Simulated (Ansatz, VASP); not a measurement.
# PtSe2: VASP beside Ansatz

```
CELL_PARAMETERS angstrom
3.66814 0.00000 0.00000
-1.83407 3.17670 0.00000
0.00000 0.00000 5.06200
ATOMIC_POSITIONS crystal
Pt 0.00000 0.00000 0.00000
Se 0.33333 0.66667 0.25000
Se 0.66667 0.33333 0.75000
```

Change from the starting cell: strain -0.0150 x Voigt [1, 1, 0, 0, 0, 0], atoms carried along.

Alike in both runs: task single point; functional PBEsol; dispersion D3(BJ); k mesh 12 × 12 × 10; occupations gaussian, width 0.15 eV; no spin polarisation.

|  | VASP | Ansatz |
| --- | --- | --- |
| version | VASP 6.6.1 | Ansatz 0.2.0 |
| potentials or method | VASP PAW PBE potentials, release 64 (Pt, Se), cutoff 520 eV | scalar-relativistic, plane waves, PAW |
| valence electrons in the cell | 22 | 50 |

VASP gave:

| Item | Value |
| --- | --- |
| gap on the k mesh at the Fermi level (eV) | none |
| pressure (GPa) | 3.6 |
| traceless stress, the component that is largest in VASP (GPa) | -2.81 |
| rms of the force components (eV/Å) | 0.337 |

Task: What did Ansatz give for the same quantities?

Result: gap on the k mesh at the Fermi level (eV): none; pressure (GPa): 3.4; traceless stress, the component that is largest in VASP (GPa): -2.76; rms of the force components (eV/Å): 0.328.

VASP's potentials were made for PBE, not for PBEsol. Atom by atom the forces differ by 0.009 eV/Å (rms over components). A gap of «none» marks a metal or a gap that the smearing closes. VASP's potentials hold 22 valence electrons a cell and Ansatz's 50, so a difference there can come from the potentials and not from the codes.

Neither program's run includes spin-orbit coupling.
